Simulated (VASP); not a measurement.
# Si in VASP: relaxation of the atoms with PBE

Aim: the relaxation of the atoms of Si with PBE.

Everything below comes from runs of VASP 6.6.1. Logs are shortened: lines on timing, memory, paths and dates and some standing lists are left out, and cuts for length are marked.

## (1) The cell of the first run

The cell holds a slab with vacuum, 4 atoms: a = 3.869 Å, b = 3.869 Å, c = 19.948 Å, α = 90.00°, β = 90.00°, γ = 120.00°.

## (2) Relaxation of the atoms, PBE

Input file INCAR:

```
PREC = Accurate
ENCUT = 520
EDIFF = 1E-7
ISMEAR = -1
SIGMA = 0.02
LREAL = False
LASPH = True
NELM = 100
ALGO = Normal
ISIF = 2
LWAVE = False
LCHARG = False
LDIPOL = True
IDIPOL = 3
DIPOL = 0.5 0.5 0.500
GGA = PE
IBRION = 2
NSW = 32
EDIFFG = -0.01
```

Input file KPOINTS:

```
Automatic mesh
0
Gamma
  9 9 1
```

Input file POSCAR:

```
Si
1.0
    3.8685410222      0.0000000000      0.0000000000
   -1.9342705111      3.3502548008      0.0000000000
    0.0000000000      0.0000000000     19.9483000000
Si
4
Direct
    0.1666666667      0.3333333333      0.4035140844
    0.5000000000      1.0000000000      0.4366457658
    0.5000000000      1.0000000000      0.5633542826
    0.8333333333      0.6666666667      0.5964858677
```

Potentials or basis: VASP PAW PBE potentials, release 64 (Si).

Run with:

```console
$ cat potpaw_PBE.64/Si/POTCAR > POTCAR
$ mpirun -np 1 vasp_std > vasp.out
```

OUTCAR:

```text
PREC = Accurate
   ENCUT = 520
   EDIFF = 1E-7
   ISMEAR = -1
   LREAL = False
   LASPH = True
   NELM = 100
   ISIF = 2
   GGA = PE
   IBRION = 2
   NSW = 32
   EDIFFG = -0.01

 ion  position               nearest neighbor table
   1  0.167  0.333  0.404-   2 2.33   2 2.33   2 2.33
   2  0.500  0.000  0.437-   1 2.33   1 2.33   1 2.33   3 2.53
   3  0.500  0.000  0.563-   4 2.33   4 2.33   4 2.33   2 2.53
   4  0.833  0.667  0.596-   3 2.33   3 2.33   3 2.33

  LATTYP: Found a hexagonal cell.
 ALAT       =     3.8685410222
 C/A-ratio  =     5.1565434838

  Lattice vectors:

 A1 = (   3.8685410222,   0.0000000000,   0.0000000000)
 A2 = (  -1.9342705111,   3.3502548008,   0.0000000000)
 A3 = (   0.0000000000,   0.0000000000,  19.9483000000)

Analysis of symmetry for initial positions (statically):
=====================================================================
 Subroutine PRICEL returns:
 Original cell was already a primitive cell.

 Routine SETGRP: Setting up the symmetry group for a
 hexagonal supercell.

 Subroutine GETGRP returns: Found 12 space group operations
 (whereof  4 operations were pure point group operations)
 out of a pool of 24 trial point group operations.

The static configuration has the point symmetry C_2h.
 The point group associated with its full space group is D_3d.

Analysis of symmetry for dynamics (positions and initial velocities):
=====================================================================
 Subroutine PRICEL returns:
 Original cell was already a primitive cell.

 Routine SETGRP: Setting up the symmetry group for a
 hexagonal supercell.

 Subroutine GETGRP returns: Found 12 space group operations
 (whereof  4 operations were pure point group operations)
 out of a pool of 24 trial point group operations.

The dynamic configuration has the point symmetry C_2h.
 The point group associated with its full space group is D_3d.

 Subroutine INISYM returns: Found 12 space group operations
 (whereof  4 operations are pure point group operations),
 and found     1 'primitive' translations

----------------------------------------------------------------------------------------

                                     Primitive cell

  volume of cell :     258.5419

  direct lattice vectors                    reciprocal lattice vectors
     3.868541022  0.000000000  0.000000000     0.258495385  0.149242380  0.000000000
    -1.934270511  3.350254801  0.000000000     0.000000000  0.298484760  0.000000000
     0.000000000  0.000000000 19.948300000     0.000000000  0.000000000  0.050129585

  length of vectors
     3.868541022  3.868541022 19.948300000     0.298484760  0.298484760  0.050129585

  position of ions in fractional coordinates (direct lattice)
     0.166666667  0.333333333  0.403514084
     0.500000000  0.000000000  0.436645766
     0.500000000  0.000000000  0.563354283
     0.833333333  0.666666667  0.596485868

  ion indices of the primitive-cell ions
   primitive index   ion index
                 1           1
                 2           2
                 3           3
                 4           4

----------------------------------------------------------------------------------------

 KPOINTS: Automatic mesh

Automatic generation of k-mesh.
 Grid dimensions read from file:
 generate k-points for:    9    9    1

 Generating k-lattice:

  Cartesian coordinates                     Fractional coordinates (reciprocal lattice)
     0.028721709  0.016582487  0.000000000     0.111111111  0.000000000  0.000000000
[... 67 lines left out ...]
  volume/ion in A,a.u.               =      64.64       436.18
  Fermi-wavevector in a.u.,A,eV,Ry     =   0.647547  1.223686  5.705153  0.419317
  Thomas-Fermi vector in A             =   1.715890
   LORBIT       =      0    0 simple, 1 ext, 2 COOP (PROOUT), +10 PAW based schemes
   GGA     = PE    functional components
   LHFCALC =     F    Hartree Fock is set to
   AEXX    =    0.0000 exact exchange contribution
   IVDW    =     0    specifies the selected vdW correction
   LEPSILON=     F    determine dielectric tensor
   LRPA    =     F    only Hartree local field effects (RPA)
 conjugate gradient relaxation of ions
 non-spin polarized calculation
  energy-cutoff  :      520.00
  volume of cell :      258.54
 maximum number of plane-waves:      6987
 NGX is ok and might be reduce to    30
   NGX = 15   NGY = 15   NGZ = 75

 dipolmoment           0.000000      0.000000      0.000000 electrons x Angstroem

--------------------------------------- Ionic step        1  -------------------------------------------

 number of electron      16.0000002 magnetization

 Free energy of the ion-electron system (eV)
  ---------------------------------------------------
  ext. energy  EPLUGINS =         0.00000000
  ---------------------------------------------------
  free energy    TOTEN  =       -19.66057806 eV

  energy without entropy =      -19.65814826  energy(sigma->0) =      -19.65936316

------------------------ aborting loop because EDIFF is reached ----------------------------------------

  FORCE on cell =-STRESS in cart. coord.  units (eV):
  Direction    XX          YY          ZZ          XY          YZ          ZX
  --------------------------------------------------------------------------------------
  -------------------------------------------------------------------------------------
  Total       -0.5107531     -0.5107531     -0.0492134      0.0000000     -0.0000000      0.0000000
  in kB       -3.1651232     -3.1651232     -0.3049740      0.0000000     -0.0000000      0.0000000
  external PRESSURE =      -2.2117401 kB  Pullay stress =       0.0000000 kB

 VOLUME and BASIS-vectors are now :
 -----------------------------------------------------------------------------
  energy-cutoff  :      520.00
  volume of cell :      258.54
      direct lattice vectors                 reciprocal lattice vectors
     3.868541022  0.000000000  0.000000000     0.258495385  0.149242380  0.000000000
    -1.934270511  3.350254801  0.000000000     0.000000000  0.298484760  0.000000000
     0.000000000  0.000000000 19.948300000     0.000000000  0.000000000  0.050129585

 POSITION                                       TOTAL-FORCE (eV/Angst)
 -----------------------------------------------------------------------------------
      0.00000      1.11675      8.04942        -0.000000      0.000000      0.012525
      1.93427      0.00000      8.71034         0.000000      0.000000     -0.002496
      1.93427      0.00000     11.23796         0.000000     -0.000000      0.002496
      1.93427      2.23350     11.89888         0.000000     -0.000000     -0.012525
 -----------------------------------------------------------------------------------
    total drift:                                0.000000     -0.000000      0.000016

  FREE ENERGIE OF THE ION-ELECTRON SYSTEM (eV)
  ---------------------------------------------------
  free  energy   TOTEN  =       -19.6605780553 eV

  energy  without entropy=      -19.6581482595  energy(sigma->0) =      -19.65936316

--------------------------------------- Ionic step        2  -------------------------------------------

 number of electron      16.0000002 magnetization

 dipolmoment           0.000000      0.000000     -0.000000 electrons x Angstroem

 Free energy of the ion-electron system (eV)
  ---------------------------------------------------
  ext. energy  EPLUGINS =         0.00000000
  ---------------------------------------------------
  free energy    TOTEN  =       -19.66059166 eV

  energy without entropy =      -19.65816016  energy(sigma->0) =      -19.65937591

 E-fermi :  -1.5722     XC(G=0):  -3.6993

 val. band max:       -1.5928560289   @ k =   0.3333   0.3333   0.0000
 cond. band min:      -1.1900904336   @ k =   0.3333   0.2222   0.0000
 fundamental gap:      0.4027655953
 Fermi energy:        -1.5722233489

 k-point     1 :       0.0000    0.0000    0.0000
  band No.  band energies     occupation
      1     -12.8134      2.00000
      2     -11.7531      2.00000
      3      -6.3835      2.00000
      4      -2.9338      2.00000
      5      -2.5223      2.00000
      6      -2.5223      2.00000
      7      -2.0217      2.00000
      8      -2.0217      2.00000
      9      -0.2603      0.00000
     10       0.7641      0.00000
     11       0.9726      0.00000
     12       1.6991      0.00000
[... 151 lines left out ...]
 k-point    12 :       0.3333    0.3333    0.0000
  band No.  band energies     occupation
      1      -9.9820      2.00000
      2      -8.9583      2.00000
      3      -8.9583      2.00000
      4      -8.3598      2.00000
      5      -5.5694      2.00000
      6      -5.5694      2.00000
      7      -3.6658      2.00000
      8      -1.5929      1.47457
      9      -1.5929      1.47447
     10       1.5601      0.00000
     11       2.5370      0.00000
     12       2.5370      0.00000

------------------------ aborting loop because EDIFF is reached ----------------------------------------

 vacuum level on the upper side and lower side of the slab       (xc-potential included)        -0.061        -0.061

  FORCE on cell =-STRESS in cart. coord.  units (eV):
  Direction    XX          YY          ZZ          XY          YZ          ZX
  --------------------------------------------------------------------------------------
  -------------------------------------------------------------------------------------
  Total       -0.5048940     -0.5048940     -0.0442303      0.0000000      0.0000000      0.0000000
  in kB       -3.1288148     -3.1288148     -0.2740943      0.0000000      0.0000000      0.0000000
  external PRESSURE =      -2.1772413 kB  Pullay stress =       0.0000000 kB

 VOLUME and BASIS-vectors are now :
 -----------------------------------------------------------------------------
  energy-cutoff  :      520.00
  volume of cell :      258.54
      direct lattice vectors                 reciprocal lattice vectors
     3.868541022  0.000000000  0.000000000     0.258495385  0.149242380  0.000000000
    -1.934270511  3.350254801  0.000000000     0.000000000  0.298484760  0.000000000
     0.000000000  0.000000000 19.948300000     0.000000000  0.000000000  0.050129585

 POSITION                                       TOTAL-FORCE (eV/Angst)
 -----------------------------------------------------------------------------------
      0.00000      1.11675      8.05002         0.000000      0.000000      0.009199
      1.93427      0.00000      8.71022        -0.000000      0.000000      0.000395
      0.00000      3.35025     11.23808         0.000000      0.000000     -0.000395
      1.93427      2.23350     11.89827        -0.000000     -0.000000     -0.009199
 -----------------------------------------------------------------------------------
    total drift:                                0.000000     -0.000000      0.000016

  FREE ENERGIE OF THE ION-ELECTRON SYSTEM (eV)
  ---------------------------------------------------
  free  energy   TOTEN  =       -19.6605916583 eV

  energy  without entropy=      -19.6581601555  energy(sigma->0) =      -19.65937591

 reached required accuracy - stopping structural energy minimisation

 vacuum level on the upper side and lower side of the slab         3.232         3.232
```

It took 2.6 min on 1 thread of Intel Xeon Platinum 8375C at 2.90GHz (Ice Lake), shared host; peak memory 0.36 GiB.

Results:

| Quantity | Value |
| --- | --- |
| Free energy | -19.6606 eV |
| Energy gained by relaxing | 0.0 meV/atom |
| Ionic steps | 2 |
| Largest force after relaxing | 0.009 eV/Å |
| Band gap on the k mesh | zero (filled and empty bands touch) |

Forces in eV/Å, atoms in the order of the input:
```
Si   0.000  0.000  0.009
Si   0.000  0.000  0.000
Si   0.000  0.000  0.000
Si   0.000  0.000 -0.009
```

Final structure:
```
Si
1.0
     3.86854    0.00000    0.00000
    -1.93427    3.35025    0.00000
     0.00000    0.00000   19.94830
Si
4
Direct
  0.16667 0.33333 0.40354
  0.50000 0.00000 0.43664
  0.50000 0.00000 0.56336
  0.83333 0.66667 0.59646
```

Levels at points of the mesh, in eV from the Fermi level:
```
           k point  band 6  band 7  band 8  band 9  band 10  band 11
(0.00, 0.00, 0.00)   -0.95   -0.45   -0.45    1.31     2.34     2.54
```
